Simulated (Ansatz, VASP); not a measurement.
CoSi: VASP beside Ansatz

File INCAR:

```
PREC = Accurate
ENCUT = 520
EDIFF = 1E-6
ISMEAR = -1
SIGMA = 0.05
LREAL = False
LASPH = True
NELM = 150
ALGO = Normal
ISIF = 2
LWAVE = False
LCHARG = False
ISPIN = 2
MAGMOM = 2 0
LORBIT = 11
LMAXMIX = 4
GGA = PE
NBANDS = 18
```

The input KPOINTS:

```
Automatic mesh
0
Gamma
  10 10 10
```

The input POSCAR:

```
CoSi
1.0
    2.8358838098      0.0000000000      0.0000000000
    0.0000000000      2.8358838098      0.0000000000
    0.0000000000      0.0000000000      2.8358838098
Co Si
1 1
Direct
    0.0000000000      0.0000000000      0.0000000000
    0.5000000000      0.5000000000      0.5000000000
```

input.yaml

```yaml
crystal:
  lattice:
    - [2.8358838098, 0.0, 0.0]
    - [0.0, 2.8358838098, 0.0]
    - [0.0, 0.0, 2.8358838098]
  atoms:
    - { symbol: Co, position: [0.0, 0.0, 0.0], spin: 2.0 }
    - { symbol: Si, position: [0.5, 0.5, 0.5] }
kpoints:
  mp_grid: { grid: [10, 10, 10] }
scf:
  occupations: { method: fermi_dirac, width: 0.05 }
hamiltonian:
  xc: pbe
  pseudopotentials: { kind: all_electron, lapw: { basis_error: 0.0005 } }
magnetization:
  spin_polarized: true
output:
  forces: true
  stress: true
  eigenvalues: true
```

Change from the starting cell: volume scaled by 1.06.

Alike in both runs: task single point; functional PBE; k mesh 10 × 10 × 10; occupations fermi-dirac, width 0.05 eV; collinear spin.

|  | VASP | Ansatz |
| --- | --- | --- |
| version | VASP 6.6.1 | Ansatz 0.2.0 |
| potentials or method | VASP PAW PBE potentials, release 64 (Co, Si), cutoff 520 eV | all-electron LAPW, scalar-relativistic |

VASP gave:

| Property | Result |
| --- | --- |
| gap on the k mesh at the Fermi level (eV) | none |
| pressure (GPa) | -10.3 |
| net moment per atom (μB) | 0.29 |
| size of the moment on the site where the two differ most (μB) | 0.59 |

Which values does Ansatz return?

gap on the k mesh at the Fermi level (eV): none; pressure (GPa): -10.2; net moment per atom (μB): 0.30; size of the moment on the site where the two differ most (μB): 0.62.

Site moments also hang on the region over which each program counts them. A gap of «none» marks a metal or a gap that the smearing closes. Ansatz ran all-electron here, and VASP with PAW potentials.
